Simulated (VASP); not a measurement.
# CdSe (P6_3mc) in VASP: further runs

The runs below take CdSe through relaxation of cell and atoms, with PBEsol.

All numbers are computed with VASP 6.6.1; they aren't measurements. Logs are shortened: lines on timing, memory, paths and dates and some standing lists are left out, and cuts for length are marked.

### 1 The cell of the first run

It takes space group P6_3mc (No. 186, hexagonal). Conventional cell: a = 4.301 Å, b = 4.301 Å, c = 7.022 Å, α = 90.00°, β = 90.00°, γ = 120.00°. Within 3.5 Å of Cd (site symmetry 3m) lie 4 Se at 2.63 to 2.64 Å. Se (site symmetry 3m) has 4 Cd at 2.63 to 2.64 Å within 3.5 Å.

### 2 Relaxation of cell and atoms, PBEsol, target pressure 7 GPa, at which the enthalpy is minimised

INCAR

```
SYSTEM = CdSe
PREC = Accurate
ENCUT = 600
EDIFF = 1E-7
ISMEAR = 0
SIGMA = 0.01
LREAL = .False.
LASPH = .True.
NELM = 100
ALGO = Normal
ISIF = 3
LWAVE = .False.
LCHARG = .False.
GGA = PS
IBRION = 2
NSW = 100
EDIFFG = -0.002
PSTRESS = 70.0
```

KPOINTS

```
regular mesh
0
Gamma
  6 6 4
  0 0 0
```

POSCAR

```
CdSe
1.0
    4.3011016630      0.0000000000      0.0000000000
   -2.1505508315      3.7248633044      0.0000000000
    0.0000000000      0.0000000000      7.0222409791
Cd Se
2 2
Direct
    0.3333333333      0.6666666667      0.0046992087
    0.6666666667      0.3333333333      0.5046992087
    0.3333333333      0.6666666667      0.3803007913
    0.6666666667      0.3333333333      0.8803007913
```

Potentials or basis: VASP PAW PBE potentials, release 64 (Cd, Se).

Launch:

```
$ cat potpaw_PBE.64/Cd/POTCAR potpaw_PBE.64/Se/POTCAR > POTCAR
$ mpirun -np 1 vasp_std > vasp.out
```

OUTCAR:

```text
SYSTEM = CdSe
   PREC = Accurate
   ENCUT = 600
   EDIFF = 1E-7
   ISMEAR = 0
   LREAL = .False.
   LASPH = .True.
   NELM = 100
   ISIF = 3
   GGA = PS
   IBRION = 2
   NSW = 100
   EDIFFG = -0.002
   PSTRESS = 70.0

 ion  position               nearest neighbor table
   1  0.333  0.667  0.005-   4 2.63   4 2.63   4 2.63   3 2.64
   2  0.667  0.333  0.505-   3 2.63   3 2.63   3 2.63   4 2.64
   3  0.333  0.667  0.380-   2 2.63   2 2.63   2 2.63   1 2.64
   4  0.667  0.333  0.880-   1 2.63   1 2.63   1 2.63   2 2.64

  LATTYP: Found a hexagonal cell.
 ALAT       =     4.3011016630
 C/A-ratio  =     1.6326610086

  Lattice vectors:

 A1 = (   4.3011016630,   0.0000000000,   0.0000000000)
 A2 = (  -2.1505508315,   3.7248633044,   0.0000000000)
 A3 = (   0.0000000000,   0.0000000000,   7.0222409791)

Analysis of symmetry for initial positions (statically):
=====================================================================
 Subroutine PRICEL returns:
 Original cell was already a primitive cell.

 Routine SETGRP: Setting up the symmetry group for a
 hexagonal supercell.

 Subroutine GETGRP returns: Found 12 space group operations
 (whereof  6 operations were pure point group operations)
 out of a pool of 24 trial point group operations.

The static configuration has the point symmetry C_3v.
 The point group associated with its full space group is C_6v.

Analysis of symmetry for dynamics (positions and initial velocities):
=====================================================================
 Subroutine PRICEL returns:
 Original cell was already a primitive cell.

 Routine SETGRP: Setting up the symmetry group for a
 hexagonal supercell.

 Subroutine GETGRP returns: Found 12 space group operations
 (whereof  6 operations were pure point group operations)
 out of a pool of 24 trial point group operations.

The dynamic configuration has the point symmetry C_3v.
 The point group associated with its full space group is C_6v.

 Subroutine INISYM returns: Found 12 space group operations
 (whereof  6 operations are pure point group operations),
 and found     1 'primitive' translations

----------------------------------------------------------------------------------------

                                     Primitive cell

  volume of cell :     112.5034

  direct lattice vectors                    reciprocal lattice vectors
[... 85 lines left out ...]
   ENCUT  =  600.0 eV  44.10 Ry    6.64 a.u.   8.59  8.59 14.03*2*pi/ulx,y,z
   NELM   =    100;   NELMIN=  2; NELMDL= -5     # of ELM steps
   EDIFF  = 0.1E-06   stopping-criterion for ELM
   LREAL  =      F    real-space projection
   EDIFFG = -.2E-02   stopping-criterion for IOM
   NSW    =    100    number of steps for IOM
   IBRION =      2    ionic relax: 0-MD 1-quasi-New 2-CG
   NFREE  =      1    steps in history (QN), initial steepest desc. (CG)
   ISIF   =      3    stress and relaxation
   ISYM   =      2    0-nonsym 1-usesym 2-fastsym
   POTIM  = 0.5000    time-step for ionic-motion
   TEBEG  =    0.0;   TEEND  =   0.0 temperature during run
   PSTRESS=   70.0 pullay stress
   NELECT =      36.0000    total number of electrons
   NUPDOWN=      -1.0000    fix difference up-down
   EMIN   =  10.00;   EMAX   =-10.00  energy-range for DOS
   EFERMI =   0.00;   METHOD = LEGACY
   ISMEAR =     0;   SIGMA  =   0.01  broadening in eV -4-tet -1-fermi 0-gaus
   EFERMI_NEDOS =   21; number of points for ismear=-14 and -15
   IALGO  =     38    algorithm
   IMIX   =      4    mixing-type and parameters
     AMIX     =   0.40;   BMIX     =  1.00
     AMIX_MAG =   1.60;   BMIX_MAG =  1.00
  volume/ion in A,a.u.               =      28.13       189.80
  Fermi-wavevector in a.u.,A,eV,Ry     =   1.119748  2.116017 17.059477  1.253836
  Thomas-Fermi vector in A             =   2.256390
   LORBIT       =      0    0 simple, 1 ext, 2 COOP (PROOUT), +10 PAW based schemes
   GGA     = PS    functional components
   LHFCALC =     F    Hartree Fock is set to
   AEXX    =    0.0000 exact exchange contribution
   IVDW    =     0    specifies the selected vdW correction
   LEPSILON=     F    determine dielectric tensor
   LRPA    =     F    only Hartree local field effects (RPA)
 conjugate gradient relaxation of ions
 non-spin polarized calculation
 Gauss-broadening in eV      SIGMA  =   0.01
  energy-cutoff  :      600.00
  volume of cell :      112.50
 maximum number of plane-waves:      3791
 NGX is ok and might be reduce to    36
   NGX = 17   NGY = 17   NGZ = 29

--------------------------------------- Ionic step        1  -------------------------------------------

 number of electron      35.9999997 magnetization

 Free energy of the ion-electron system (eV)
  ---------------------------------------------------
  ext. energy  EPLUGINS =         0.00000000
  ---------------------------------------------------
  free energy    TOTEN  =       -12.34664406 eV

  energy without entropy =      -12.34664406  energy(sigma->0) =      -12.34664406

------------------------ aborting loop because EDIFF is reached ----------------------------------------

  FORCE on cell =-STRESS in cart. coord.  units (eV):
  Direction    XX          YY          ZZ          XY          YZ          ZX
  --------------------------------------------------------------------------------------
  -------------------------------------------------------------------------------------
  Total        0.2287549      0.2287549      0.2030316      0.0000000      0.0000000      0.0000000
  in kB        3.2577315      3.2577315      2.8914017      0.0000000      0.0000000      0.0000000
  external PRESSURE =     -66.8643784 kB  Pullay stress =      70.0000000 kB
[... 103 lines left out ...]
  energy  without entropy=      -12.1281963098  energy(sigma->0) =      -12.12819631

  enthalpy is  TOTEN    =        -7.6731035400 eV   P V=        4.4550927698

[... ionic steps 4 to 10 ...]

--------------------------------------- Ionic step       11  -------------------------------------------

 number of electron      36.0000010 magnetization

------------------------ aborting loop because EDIFF is reached ----------------------------------------
[... 75 lines left out ...]
--------------------------------------- Ionic step       13  -------------------------------------------

 number of electron      36.0000009 magnetization

 Free energy of the ion-electron system (eV)
  ---------------------------------------------------
  ext. energy  EPLUGINS =         0.00000000
  ---------------------------------------------------
  free energy    TOTEN  =       -12.12396371 eV

  energy without entropy =      -12.12396371  energy(sigma->0) =      -12.12396371

 E-fermi :   1.7688     XC(G=0):  -9.5530

 val. band max:        1.6727009900   @ k =   0.0000   0.0000   0.0000
 cond. band min:       2.4120836434   @ k =   0.0000   0.0000   0.0000
 fundamental gap:      0.7393826534
 Fermi energy:         1.7688363740

 k-point     1 :       0.0000    0.0000    0.0000
  band No.  band energies     occupation
      1     -11.5868      2.00000
      2     -11.1052      2.00000
      3      -6.6524      2.00000
      4      -6.6358      2.00000
      5      -6.6358      2.00000
      6      -6.5457      2.00000
[... 549 lines left out ...]
  energy  without entropy=      -12.1239637051  energy(sigma->0) =      -12.12396371

  enthalpy is  TOTEN    =        -7.6732262787 eV   P V=        4.4507374264

 reached required accuracy - stopping structural energy minimisation
```

OSZICAR:

```text
N       E                     dE             d eps       ncg     rms          rms(c)
DAV:   1     0.263268695726E+03    0.26327E+03   -0.18567E+04   924   0.165E+03
DAV:   2     0.226414414409E+01   -0.26100E+03   -0.25513E+03  1002   0.367E+02
DAV:   3    -0.129575196073E+02   -0.15222E+02   -0.15158E+02  1116   0.870E+01
[... 110 lines left out ...]
       N       E                     dE             d eps       ncg     rms          rms(c)
DAV:   1    -0.121239707715E+02    0.94292E-04   -0.36026E-04   948   0.140E-01    0.141E-02
DAV:   2    -0.121239657636E+02    0.50079E-05   -0.74955E-06  1062   0.291E-02    0.717E-03
DAV:   3    -0.121239636994E+02    0.20642E-05   -0.39750E-06  1040   0.161E-02    0.273E-03
DAV:   4    -0.121239637051E+02   -0.57244E-08   -0.53102E-07   960   0.661E-03
  13 F= -.76732263E+01 E0= -.76732263E+01  d E =-.865861E-05
```

Wall time 6.7 min (1 thread of Intel Xeon 6975P-C, shared host); peak memory 0.3 GiB.

What came out:

| Property | Result |
| --- | --- |
| Free energy | -12.1240 eV |
| Relaxed volume | 25.47 Å³/atom |
| Relaxed cell | a = 4.157 Å, b = 4.157 Å, c = 6.808 Å, α = 90.00°, β = 90.00°, γ = 120.00° |
| Space group after relaxing (to 0.1 Å) | P6_3mc (No. 186) |
| Energy change on relaxing (the run minimises the enthalpy) | +55.7 meV/atom |
| Ionic steps | 13 |
| Pressure after relaxing | 7.0 GPa |
| Band gap on the k mesh | 0.74 eV |

The path:
```tsv
step	energy change (eV)	largest force (eV/Å)	pressure (GPa)	volume (Å³)
1	0.0000	0.0014	0.31	112.50
2	0.7069	0.0235	14.39	94.45
3	0.2184	0.0119	6.93	101.97
4	0.2274	0.0122	7.09	101.77
5	0.2187	0.0053	6.93	101.96
6	0.2218	0.0078	6.99	101.89
7	0.2216	0.0076	6.99	101.90
8	0.2218	0.0061	6.99	101.89
9	0.2223	0.0012	7.00	101.88
10	0.2233	0.0083	7.01	101.86
11	0.2230	0.0059	7.01	101.86
12	0.2226	0.0020	7.00	101.87
13	0.2227	0.0002	7.00	101.87
```

Final structure:
```
Cd Se
1.0
     4.15684    0.00000    0.00000
    -2.07842    3.59993    0.00000
     0.00000    0.00000    6.80750
Cd Se
2 2
Direct
  0.33333 0.66667 0.00526
  0.66667 0.33333 0.50526
  0.33333 0.66667 0.37974
  0.66667 0.33333 0.87974
```

Caveat: the cell is relaxed towards a set pressure, so the run minimises the enthalpy, not the energy; semilocal functionals underestimate gaps, and a narrow one can read as zero; the PAW data sets were made with another functional, which shifts forces and pressure a little.

### 3 Relaxation of cell and atoms, PBEsol, target pressure 10 GPa, at which the enthalpy is minimised

INCAR

```
PREC = Accurate
ENCUT = 600
EDIFF = 1E-7
ISMEAR = 0
SIGMA = 0.01
LREAL = F
LASPH = T
NELM = 100
ALGO = Normal
ISIF = 3
LWAVE = F
LCHARG = F
GGA = PS
IBRION = 2
NSW = 100
EDIFFG = -0.002
PSTRESS = 100.0
```

KPOINTS

```
Automatic mesh
0
Gamma
  6 6 4
```

POSCAR is that of step 2.

Potentials or basis: VASP PAW PBE potentials, release 64 (Cd, Se).

Launch:

```
$ cat potpaw_PBE.64/Cd/POTCAR potpaw_PBE.64/Se/POTCAR > POTCAR
$ mpirun -np 1 vasp_std > vasp.out
```

OUTCAR:

```text
PREC = Accurate
   ENCUT = 600
   EDIFF = 1E-7
   ISMEAR = 0
   LREAL = F
   LASPH = T
   NELM = 100
   ISIF = 3
   GGA = PS
   IBRION = 2
   NSW = 100
   EDIFFG = -0.002
   PSTRESS = 100.0

 ion  position               nearest neighbor table
   1  0.333  0.667  0.005-   4 2.63   4 2.63   4 2.63   3 2.64
   2  0.667  0.333  0.505-   3 2.63   3 2.63   3 2.63   4 2.64
   3  0.333  0.667  0.380-   2 2.63   2 2.63   2 2.63   1 2.64
   4  0.667  0.333  0.880-   1 2.63   1 2.63   1 2.63   2 2.64

  LATTYP: Found a hexagonal cell.
 ALAT       =     4.3011016630
 C/A-ratio  =     1.6326610086

  Lattice vectors:

 A1 = (   4.3011016630,   0.0000000000,   0.0000000000)
 A2 = (  -2.1505508315,   3.7248633044,   0.0000000000)
 A3 = (   0.0000000000,   0.0000000000,   7.0222409791)

Analysis of symmetry for initial positions (statically):
=====================================================================
 Subroutine PRICEL returns:
 Original cell was already a primitive cell.

 Routine SETGRP: Setting up the symmetry group for a
 hexagonal supercell.

 Subroutine GETGRP returns: Found 12 space group operations
 (whereof  6 operations were pure point group operations)
 out of a pool of 24 trial point group operations.

The static configuration has the point symmetry C_3v.
 The point group associated with its full space group is C_6v.
[... 172 lines left out ...]
  Total        0.2287549      0.2287549      0.2030316      0.0000000      0.0000000      0.0000000
  in kB        3.2577315      3.2577315      2.8914017      0.0000000      0.0000000      0.0000000
  external PRESSURE =     -96.8643784 kB  Pullay stress =     100.0000000 kB
[... 27 lines left out ...]
--------------------------------------- Ionic step        2  -------------------------------------------

 number of electron      36.0000000 magnetization

 E-fermi :   3.3297     XC(G=0): -10.3162

 val. band max:        3.2681184232   @ k =   0.0000   0.0000   0.0000
 cond. band min:       4.3289594733   @ k =   0.0000   0.0000   0.0000
 fundamental gap:      1.0608410501
 Fermi energy:         3.3297101412

 k-point     1 :       0.0000    0.0000    0.0000
  band No.  band energies     occupation
      1     -11.2224      2.00000
      2     -10.5558      2.00000
      3      -5.9576      2.00000
      4      -5.9424      2.00000
      5      -5.9424      2.00000
      6      -5.8144      2.00000
[... 589 lines left out ...]
  energy  without entropy=      -11.9637791033  energy(sigma->0) =      -11.96377910

  enthalpy is  TOTEN    =        -5.7977459195 eV   P V=        6.1660331839

[... ionic steps 4 to 12 ...]

--------------------------------------- Ionic step       13  -------------------------------------------

 number of electron      36.0000000 magnetization

------------------------ aborting loop because EDIFF is reached ----------------------------------------
[... 75 lines left out ...]
--------------------------------------- Ionic step       15  -------------------------------------------

 number of electron      36.0000000 magnetization

 Free energy of the ion-electron system (eV)
  ---------------------------------------------------
  ext. energy  EPLUGINS =         0.00000000
  ---------------------------------------------------
  free energy    TOTEN  =       -11.94615126 eV

  energy without entropy =      -11.94615126  energy(sigma->0) =      -11.94615126

 E-fermi :   2.0464     XC(G=0):  -9.7132

 val. band max:        1.9911895962   @ k =   0.0000   0.0000   0.0000
 cond. band min:       2.7931035067   @ k =   0.0000   0.0000   0.0000
 fundamental gap:      0.8019139105
 Fermi energy:         2.0463964250

 k-point     1 :       0.0000    0.0000    0.0000
  band No.  band energies     occupation
      1     -11.5098      2.00000
      2     -10.9935      2.00000
      3      -6.5073      2.00000
      4      -6.4849      2.00000
      5      -6.4849      2.00000
      6      -6.3863      2.00000
[... 549 lines left out ...]
  energy  without entropy=      -11.9461512554  energy(sigma->0) =      -11.94615126

  enthalpy is  TOTEN    =        -5.7982769175 eV   P V=        6.1478743378

 reached required accuracy - stopping structural energy minimisation
```

CONTCAR:

```text
CdSe
   1.00000000000000
     4.1069495335849844    0.0000000000000000   -0.0000000000000000
    -2.0534747667924922    3.5567226280921203   -0.0000000000000000
    -0.0000000000000000    0.0000000000000000    6.7432024740154413
  Cd              Se
     2     2
Direct
     0.3333333332999970    0.6666666667000030    0.0056524116781957
     0.6666666667000030    0.3333333332999970    0.5056524116781957
     0.3333333332999970    0.6666666667000030    0.3793475883218094
     0.6666666667000030    0.3333333332999970    0.8793475883218094

  0.00000000E+00  0.00000000E+00  0.00000000E+00
  0.00000000E+00  0.00000000E+00  0.00000000E+00
  0.00000000E+00  0.00000000E+00  0.00000000E+00
  0.00000000E+00  0.00000000E+00  0.00000000E+00
```

It took 8 min on 1 thread of Intel Xeon 6975P-C, shared host; peak memory 0.3 GiB.

What came out:

* Free energy: -11.9462 eV
* Relaxed volume: 24.62 Å³/atom
* Relaxed cell: a = 4.107 Å, b = 4.107 Å, c = 6.743 Å, α = 90.00°, β = 90.00°, γ = 120.00°
* Space group after relaxing (to 0.1 Å): P6_3mc (No. 186)
* Energy change on relaxing (the run minimises the enthalpy): +100.1 meV/atom
* Ionic steps: 15
* Pressure after relaxing: 10.0 GPa
* Band gap on the k mesh: 0.80 eV

Step by step:
| step | energy change (eV) | largest force (eV/Å) | pressure (GPa) | volume (Å³) |
| --- | --- | --- | --- | --- |
| 1 | 0.0000 | 0.0014 | 0.31 | 112.50 |
| 2 | 1.6110 | 0.0419 | 25.34 | 87.03 |
| 3 | 0.3829 | 0.0177 | 9.74 | 98.79 |
| 4 | 0.3990 | 0.0181 | 9.99 | 98.53 |
| 5 | 0.4158 | 0.0185 | 10.25 | 98.26 |
| 6 | 0.3852 | 0.0077 | 9.76 | 98.75 |
| 7 | 0.3992 | 0.0127 | 9.99 | 98.52 |
| 8 | 0.3989 | 0.0125 | 9.98 | 98.53 |
| 9 | 0.3990 | 0.0104 | 9.98 | 98.53 |
| 10 | 0.3994 | 0.0038 | 9.99 | 98.52 |
| 11 | 0.4002 | 0.0095 | 10.00 | 98.50 |
| 12 | 0.4007 | 0.0022 | 10.00 | 98.50 |
| 13 | 0.4007 | 0.0030 | 10.00 | 98.50 |
| 14 | 0.4007 | 0.0031 | 10.00 | 98.50 |
| 15 | 0.4005 | 0.0019 | 10.00 | 98.50 |

Final structure:
```xyz
4
Lattice="4.1069 0.0000 0.0000 -2.0535 3.5567 0.0000 0.0000 0.0000 6.7432" Properties=species:S:1:pos:R:3 pbc="T T T"
Cd    0.0000    2.3711    0.0381
Cd    2.0535    1.1856    3.4097
Se    0.0000    2.3711    2.5580
Se    2.0535    1.1856    5.9296
```

Caveat: the cell is relaxed towards a set pressure, so the run minimises the enthalpy, not the energy; the PAW data sets were made with another functional, which shifts forces and pressure a little.

[end of part 1 of 2]
